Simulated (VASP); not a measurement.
# SiSe (P-6m2) in VASP: notebook

SiSe is run at these levels: PBE; tasks: single point.

All numbers are computed with VASP 6.6.1; they aren't measurements. Logs are shortened: lines on timing, memory, paths and dates and some standing lists are left out, and cuts for length are marked.

## Step 1: The cell of the first run

The structure is hexagonal, space group P-6m2 (No. 187). The conventional cell has a = 3.739 Å, b = 3.739 Å, c = 3.599 Å, α = 90.00°, β = 90.00°, γ = 120.00°. Within 3.7 Å of Si (site symmetry -6m2) lie 6 Se at 2.81 Å and 2 Si at 3.60 Å. Within 3.7 Å of Se (site symmetry -6m2) lie 6 Si at 2.81 Å and 2 Se at 3.60 Å.

## Step 2: Single point, PBE

INCAR reads:

```
  ALGO = Normal
  EDIFF = 1E-6
  ENCUT = 500
  GGA = PE
  GGA_COMPAT = F
  ISIF = 2
  ISMEAR = -1
  LASPH = T
  LCHARG = F
  LREAL = F
  LWAVE = F
  NBANDS = 12
  NELM = 120
  PREC = Accurate
  SIGMA = 0.05
```

KPOINTS reads:

```
k-points
0
Gamma
  7 7 6
```

POSCAR reads:

```
SiSe
1.0
    3.7390080000      0.0000000000      0.0000000000
   -1.8695040000      3.2380712000      0.0000000000
    0.0000000000      0.0000000000      3.5987300000
Si Se
1 1
Direct
    0.6666700000      0.3333300000      0.5000000000
    0.0000000000      0.0000000000      0.0000000000
```

Potentials or basis: VASP PAW PBE potentials, release 64 (Si, Se).

Run with:

```sh
> cat potpaw_PBE.64/Si/POTCAR potpaw_PBE.64/Se/POTCAR > POTCAR
> mpirun -np 1 vasp_std > vasp.out
```

OUTCAR:

```text
EDIFF = 1E-6
   ENCUT = 500
   GGA = PE
   ISIF = 2
   ISMEAR = -1
   LASPH = T
   LREAL = F
   NELM = 120
   PREC = Accurate

 ion  position               nearest neighbor table
   1  0.667  0.333  0.500-   2 2.81   2 2.81   2 2.81   2 2.81   2 2.81   2 2.81
   2  0.000  0.000  0.000-   1 2.81   1 2.81   1 2.81   1 2.81   1 2.81   1 2.81

  LATTYP: Found a hexagonal cell.
 ALAT       =     3.7390080000
 C/A-ratio  =     0.9624825622

  Lattice vectors:

 A1 = (   3.7390080000,   0.0000000000,   0.0000000000)
 A2 = (  -1.8695040000,   3.2380712000,   0.0000000000)
 A3 = (   0.0000000000,   0.0000000000,   3.5987300000)

Analysis of symmetry for initial positions (statically):
=====================================================================
 Subroutine PRICEL returns:
 Original cell was already a primitive cell.

 Routine SETGRP: Setting up the symmetry group for a
 hexagonal supercell.

 Subroutine GETGRP returns: Found  4 space group operations
 (whereof  4 operations were pure point group operations)
 out of a pool of 24 trial point group operations.

The static configuration has the point symmetry C_2v.

Analysis of symmetry for dynamics (positions and initial velocities):
=====================================================================
 Subroutine PRICEL returns:
 Original cell was already a primitive cell.

 Routine SETGRP: Setting up the symmetry group for a
 hexagonal supercell.

 Subroutine GETGRP returns: Found  4 space group operations
 (whereof  4 operations were pure point group operations)
 out of a pool of 24 trial point group operations.

The dynamic configuration has the point symmetry C_2v.

 Subroutine INISYM returns: Found  4 space group operations
 (whereof  4 operations are pure point group operations),
 and found     1 'primitive' translations

----------------------------------------------------------------------------------------

                                     Primitive cell

  volume of cell :      43.5705

  direct lattice vectors                    reciprocal lattice vectors
     3.739008000  0.000000000  0.000000000     0.267450618  0.154412911  0.000000000
    -1.869504000  3.238071200  0.000000000     0.000000000  0.308825822  0.000000000
     0.000000000  0.000000000  3.598730000     0.000000000  0.000000000  0.277875806

  length of vectors
     3.739008000  3.739003918  3.598730000     0.308825485  0.308825822  0.277875806

  position of ions in fractional coordinates (direct lattice)
     0.666670000  0.333330000  0.500000000
     0.000000000  0.000000000  0.000000000

  ion indices of the primitive-cell ions
   primitive index   ion index
                 1           1
                 2           2

----------------------------------------------------------------------------------------

 KPOINTS: k-points

Automatic generation of k-mesh.
 Grid dimensions read from file:
 generate k-points for:    7    7    6

 Generating k-lattice:

  Cartesian coordinates                     Fractional coordinates (reciprocal lattice)
     0.038207231  0.022058987  0.000000000     0.142857143  0.000000000  0.000000000
     0.000000000  0.044117975  0.000000000     0.000000000  0.142857143  0.000000000
     0.000000000  0.000000000  0.046312634     0.000000000  0.000000000  0.166666667

  Length of vectors
     0.044117926  0.044117975  0.046312634

  Shift w.r.t. Gamma in fractional coordinates (k-lattice)
     0.000000000  0.000000000  0.000000000

 Subroutine IBZKPT returns following result:
 ===========================================

 Found     64 irreducible k-points:

 Following reciprocal coordinates:
            Coordinates               Weight
  0.000000  0.000000  0.000000      1.000000
  0.142857 -0.000000  0.000000      4.000000
 -0.142857  0.142857  0.000000      2.000000
  0.285714 -0.000000  0.000000      4.000000
 -0.285714  0.285714  0.000000      2.000000
  0.428571 -0.000000  0.000000      4.000000
[... 16 lines left out ...]
 -0.428571  0.428571  0.166667      4.000000
  0.142857  0.142857  0.166667      4.000000
 [... further k-points ...]
   k-points           NKPTS =     64   k-points in BZ     NKDIM =     64   number of bands    NBANDS=     12
   number of dos      NEDOS =    301   number of ions     NIONS =      2
   total plane-waves  NPLWV =  21952
   dimension x,y,z NGX =    28 NGY =   28 NGZ =   28
   dimension x,y,z NGXF=    56 NGYF=   56 NGZF=   56
   ions per type =               1   1
   NGX,Y,Z   is equivalent  to a cutoff of  12.45, 12.45, 12.93 a.u.
   NGXF,Y,Z  is equivalent  to a cutoff of  24.90, 24.90, 25.87 a.u.
 SYSTEM =  unknown system
   PREC   = accura    normal or accurate (medium, high low for compatibility)
   ISTART =      0    job   : 0-new  1-cont  2-samecut
   ICHARG =      2    charge: 1-file 2-atom 10-const
   ISPIN  =      1    spin polarized calculation?
   LNONCOLLINEAR =      F non collinear calculations
   LSORBIT =      F    spin-orbit coupling
   LASPH  =      T    aspherical Exc in radial PAW
   ENCUT  =  500.0 eV  36.75 Ry    6.06 a.u.   6.82  6.82  6.56*2*pi/ulx,y,z
   NELM   =    120;   NELMIN=  2; NELMDL= -5     # of ELM steps
   EDIFF  = 0.1E-05   stopping-criterion for ELM
   LREAL  =      F    real-space projection
   EDIFFG = 0.1E-04   stopping-criterion for IOM
   NSW    =      0    number of steps for IOM
   IBRION =     -1    ionic relax: 0-MD 1-quasi-New 2-CG
   NFREE  =      0    steps in history (QN), initial steepest desc. (CG)
   ISIF   =      2    stress and relaxation
   ISYM   =      2    0-nonsym 1-usesym 2-fastsym
   POTIM  = 0.5000    time-step for ionic-motion
   TEBEG  =    0.0;   TEEND  =   0.0 temperature during run
   PSTRESS=    0.0 pullay stress
   NELECT =      10.0000    total number of electrons
   NUPDOWN=      -1.0000    fix difference up-down
   EMIN   =  10.00;   EMAX   =-10.00  energy-range for DOS
   EFERMI =   0.00;   METHOD = LEGACY
   ISMEAR =    -1;   SIGMA  =   0.05  broadening in eV -4-tet -1-fermi 0-gaus
   EFERMI_NEDOS =   21; number of points for ismear=-14 and -15
   IALGO  =     38    algorithm
   IMIX   =      4    mixing-type and parameters
     AMIX     =   0.40;   BMIX     =  1.00
     AMIX_MAG =   1.60;   BMIX_MAG =  1.00
  volume/ion in A,a.u.               =      21.79       147.01
  Fermi-wavevector in a.u.,A,eV,Ry     =   1.002330  1.894129 13.669308  1.004666
  Thomas-Fermi vector in A             =   2.134810
   LORBIT       =      0    0 simple, 1 ext, 2 COOP (PROOUT), +10 PAW based schemes
   GGA     = PE    functional components
   LHFCALC =     F    Hartree Fock is set to
   AEXX    =    0.0000 exact exchange contribution
   IVDW    =     0    specifies the selected vdW correction
   LEPSILON=     F    determine dielectric tensor
   LRPA    =     F    only Hartree local field effects (RPA)
 non-spin polarized calculation
  energy-cutoff  :      500.00
  volume of cell :       43.57
 maximum number of plane-waves:      1123
   NGX = 13   NGY = 13   NGZ = 13

 number of electron      10.0000001 magnetization

 Free energy of the ion-electron system (eV)
  ---------------------------------------------------
  ext. energy  EPLUGINS =         0.00000000
  ---------------------------------------------------
  free energy    TOTEN  =        -8.38076293 eV

  energy without entropy =       -8.37542600  energy(sigma->0) =       -8.37809447

 E-fermi :   5.2691     XC(G=0):  -9.7486

 val. band max:        5.2390312573   @ k =  -0.2857  -0.4286   0.3333
 cond. band min:       5.4089963815   @ k =  -0.1429   0.2857   0.1667
 fundamental gap:      0.1699651243
 Fermi energy:         5.2691072684

 k-point     1 :       0.0000    0.0000    0.0000
  band No.  band energies     occupation
      1      -9.4053      2.00000
      2       0.4236      2.00000
      3       2.2499      2.00000
      4       3.3718      2.00000
      5       3.3719      2.00000
      6       7.8813      0.00000
      7       7.8814      0.00000
      8       8.9579      0.00000
      9      11.4665      0.00000
     10      12.9452      0.00000
     11      15.7410      0.00000
     12      15.7411      0.00000

 k-point     2 :       0.1429   -0.0000    0.0000
  band No.  band energies     occupation
      1      -9.2228      2.00000
      2      -0.3161      2.00000
      3       2.4520      2.00000
      4       3.0124      2.00000
      5       3.4356      2.00000
      6       7.3439      0.00000
      7       8.4972      0.00000
      8       9.8821      0.00000
      9      10.5902      0.00000
     10      13.4080      0.00000
     11      15.5572      0.00000
     12      15.5880      0.00000

 k-point     3 :      -0.1429    0.1429    0.0000
  band No.  band energies     occupation
      1      -9.2228      2.00000
      2      -0.3161      2.00000
      3       2.4520      2.00000
      4       3.0124      2.00000
      5       3.4356      2.00000
      6       7.3440      0.00000
      7       8.4971      0.00000
      8       9.8822      0.00000
      9      10.5902      0.00000
     10      13.4080      0.00000
     11      15.5572      0.00000
     12      15.5881      0.00000
[... 286 lines left out ...]
 k-point    23 :      -0.4286    0.4286    0.1667
  band No.  band energies     occupation
      1      -8.0677      2.00000
      2      -2.6971      2.00000
      3       1.5278      2.00000
      4       2.2748      2.00000
      5       4.2763      2.00000
      6       5.5963      0.00287
      7       9.1471      0.00000
      8       9.4542      0.00000
      9      11.1809      0.00000
     10      14.4328      0.00000
     11      15.5058      0.00000
     12      16.1423      0.00000

 k-point    24 :       0.1429    0.1429    0.1667
  band No.  band energies     occupation
      1      -8.6897      2.00000
      2      -1.5319      2.00000
      3       1.3349      2.00000
      4       2.3646      2.00000
      5       5.4090      0.11487
      6       6.9740      0.00000
      7       8.1190      0.00000
      8       9.3198      0.00000
      9      11.5530      0.00000
     10      13.1472      0.00000
     11      14.0420      0.00000
     12      16.5869      0.00000

 [... further k-points ...]
[... 5 lines left out ...]
  --------------------------------------------------------------------------------------
  -------------------------------------------------------------------------------------
  Total       -1.0970311     -1.0969925     -0.6790983      0.0000306      0.0000000      0.0000000
  in kB      -40.3401465    -40.3387287    -24.9718756      0.0011261      0.0000000      0.0000000
  external PRESSURE =     -35.2169169 kB  Pullay stress =       0.0000000 kB

 VOLUME and BASIS-vectors are now :
 -----------------------------------------------------------------------------
  energy-cutoff  :      500.00
  volume of cell :       43.57
      direct lattice vectors                 reciprocal lattice vectors
     3.739008000  0.000000000  0.000000000     0.267450618  0.154412911  0.000000000
    -1.869504000  3.238071200  0.000000000     0.000000000  0.308825822  0.000000000
     0.000000000  0.000000000  3.598730000     0.000000000  0.000000000  0.277875806

 POSITION                                       TOTAL-FORCE (eV/Angst)
 -----------------------------------------------------------------------------------
      1.86952      1.07935      1.79937        -0.000017      0.000010      0.000000
      0.00000      0.00000      0.00000         0.000017     -0.000010      0.000000
 -----------------------------------------------------------------------------------
    total drift:                                0.000006      0.000007      0.000000

  FREE ENERGIE OF THE ION-ELECTRON SYSTEM (eV)
  ---------------------------------------------------
  free  energy   TOTEN  =        -8.3807629300 eV

  energy  without entropy=       -8.3754260043  energy(sigma->0) =       -8.37809447
```

It took 34 s on 1 thread of Intel Xeon 8259CL, shared host; peak memory 0.17 GiB.

Results:

```
Free energy            : -8.3808 eV
Pressure               : -3.5 GPa
Band gap on the k mesh : zero (band 5 reaches 6.30 eV, above the bottom of band 6 at 3.95 eV)
```

Levels at points of the mesh, in eV from the Fermi level:
```
           k point  band 1  band 2  band 3  band 4  band 5  band 6  band 7  band 8  band 9  band 10
(0.00, 0.00, 0.00)  -14.67   -4.85   -3.02   -1.90   -1.90    2.61    2.61    3.69    6.20     7.68
(0.00, 0.00, 0.50)  -13.56   -9.21   -0.83   -0.83    1.03    1.52    2.43    2.43    7.23     7.23
```

(Continued in part 2 of 2.)
